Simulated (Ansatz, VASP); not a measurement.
# Two plane-wave programs on MnO

File INCAR:

```
SYSTEM = MnO
PREC     = Accurate       ! precision mode
ENCUT    = 520            ! plane-wave cutoff, eV
EDIFF    = 1E-8           ! SCF threshold, eV
ISMEAR   = -1             ! smearing method
SIGMA    = 0.05           ! smearing width, eV
LREAL    = .False.        ! projectors in reciprocal space
LASPH    = .True.         ! aspherical terms in the spheres
NELM     = 150            ! most SCF steps
ALGO     = Normal         ! electronic algorithm
ISIF     = 2              ! what is computed and relaxed
LWAVE    = .False.        ! write WAVECAR
LCHARG   = .False.        ! write CHGCAR
ISPIN    = 2              ! spin polarisation
MAGMOM   = 4 0            ! initial moments
LORBIT   = 11             ! projections on sites
LMAXMIX  = 4              ! l up to which the mixer works
GGA      = PE             ! functional
LEFG     = .True.       
NBANDS   = 20             ! bands
```

Contents of KPOINTS:

```
Automatic mesh
0
Gamma
  16 16 16
  0 0 0
```

POSCAR

```
MnO
1.0
    0.0000000000      2.1770261943      2.1770261943
    2.1770261943      0.0000000000      2.1770261943
    2.1770261943      2.1770261943      0.0000000000
Mn O
1 1
Direct
    0.0000000000      0.0000000000      0.0000000000
    0.5000000000      0.5000000000      0.5000000000
```

Input for Ansatz:

```yaml
crystal:
  lattice:
    - [0.0, 2.1770261943, 2.1770261943]
    - [2.1770261943, 0.0, 2.1770261943]
    - [2.1770261943, 2.1770261943, 0.0]
  atoms:
    - { symbol: Mn, position: [0.0, 0.0, 0.0], spin: 4.0 }
    - { symbol: O, position: [0.5, 0.5, 0.5] }
magnetization:
  spin_polarized: true
kpoints:
  mp_grid: { grid: [16, 16, 16] }
scf:
  occupations: { method: fermi_dirac, width: 0.05 }
hamiltonian:
  xc: pbe
  pseudopotentials: { kind: paw }
output:
  forces: true
  stress: true
  eigenvalues: true
  efg: { contact_densities: true }
```

Change from the starting cell: volume scaled by 0.9405, PAW files.

Alike in both runs: task electric field gradients; functional PBE; k mesh 16 × 16 × 16; occupations fermi-dirac, width 0.05 eV; collinear spin.

```csv
,VASP,Ansatz
version,VASP 6.6.1,Ansatz 0.2.0
potentials or method,"VASP PAW PBE potentials, release 64 (Mn_pv, O)","PAW with Ansatz's default frozen-core files, scalar-relativistic"
plane-wave cutoff (eV),520,420
valence electrons in the cell,19,21
```

|  | VASP | Ansatz | Ansatz less VASP |
| --- | --- | --- | --- |
| pressure (GPa) | 7.4 | 7.1 | -0.34 |
| net moment per atom (μB) | 2.29 | 2.29 | 0.000 |
| size of the moment on the site where the two differ most (μB) | 4.19 | 3.88 | -0.307 |

Site moments also hang on the region over which each program counts them. VASP's potentials hold 19 valence electrons a cell and Ansatz's 21, so a difference there can come from the potentials and not from the codes.
